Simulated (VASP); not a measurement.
Input of a VASP 6.6.1 run:

Contents of INCAR:

```
PREC     = Accurate       # precision mode
ENCUT    = 600            # plane-wave cutoff, eV
EDIFF    = 1E-6           # SCF threshold, eV
ISMEAR   = -1             # smearing method
SIGMA    = 0.05           # smearing width, eV
LREAL    = F              # projectors in reciprocal space
LASPH    = T              # aspherical terms in the spheres
NELM     = 60             # most SCF steps
ALGO     = Normal         # electronic algorithm
ISIF     = 3              # what is computed and relaxed
LWAVE    = F              # write WAVECAR
LCHARG   = F              # write CHGCAR
GGA      = PE             # functional
IBRION   = 2              # ionic algorithm
NSW      = 80             # ionic steps
EDIFFG   = -0.02          # ionic threshold
PSTRESS  = 50.0
```

File KPOINTS:

```
Automatic mesh
0
Gamma
  10 10 10
```

Contents of POSCAR:

```
HfC
1.0
    0.0000000000      2.3250000000      2.3250000000
    2.3250000000      0.0000000000      2.3250000000
    2.3250000000      2.3250000000      0.0000000000
Hf C
1 1
Direct
    0.5000000000      0.5000000000      0.5000000000
    0.0000000000      0.0000000000      0.0000000000
```

Potentials or basis: VASP PAW PBE potentials, release 64 (Hf_pv, C).

Run with:

```sh
$ cat potpaw_PBE.64/Hf_pv/POTCAR potpaw_PBE.64/C/POTCAR > POTCAR
$ mpirun -np 1 vasp_std > vasp.out
```

Problem. Predict the band gap on the k mesh.

Solution. Zero (band 7 reaches 7.13 eV, above the bottom of band 8 at 5.72 eV).

Problem. Estimate the relaxed volume.

Solution. 12.30 Å³/atom.

Problem. Predict the space group after relaxing (to 0.05 Å).

Solution. Fm-3m (No. 225).

Step by step:
| step | energy change (eV) | largest force (eV/Å) | pressure (GPa) | volume (Å³) |
| --- | --- | --- | --- | --- |
| 1 | 0.0000 | 0.0000 | -0.50 | 25.14 |
| 2 | 0.0725 | 0.0000 | 16.50 | 23.60 |
| 3 | 0.0073 | 0.0000 | 4.90 | 24.59 |

Caveat: the cell is relaxed towards a set pressure, so the enthalpy falls and the energy may rise; spin-orbit coupling is left out, which moves the levels of the heavy elements.
